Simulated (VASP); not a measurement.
A run of VASP 6.6.1 is set up as follows.

INCAR

```
SYSTEM = InP
  PREC = Accurate
  ENCUT = 520
  EDIFF = 1E-6
  ISMEAR = 0
  SIGMA = 0.02
  LREAL = .False.
  LASPH = .True.
  NELM = 80
  ALGO = Normal
  ISIF = 2
  LWAVE = .False.
  LCHARG = .False.
  NBANDS = 16
```

The input KPOINTS:

```
regular mesh
0
Gamma
  10 10 10
  0 0 0
```

The input POSCAR:

```
InP
1.0
    0.0000000000      2.9519763900      2.9519763900
    2.9519763900      0.0000000000      2.9519763900
    2.9519763900      2.9519763900      0.0000000000
In P
1 1
Direct
    0.0000000000      0.0000000000      0.0000000000
    0.7500000000      0.7500000000      0.7500000000
```

Potentials or basis: VASP PAW LDA potentials, release 64 (In_d, P).

Run with:

```console
$ cat potpaw_LDA.64/In_d/POTCAR potpaw_LDA.64/P/POTCAR > POTCAR
$ mpirun -np 1 vasp_std > vasp.out
```

Predict the band gap on the k mesh.

0.39 eV.

Predict the pressure.

-2.6 GPa.

Caveat: spin-orbit coupling is left out, which moves the levels of the heavy elements.
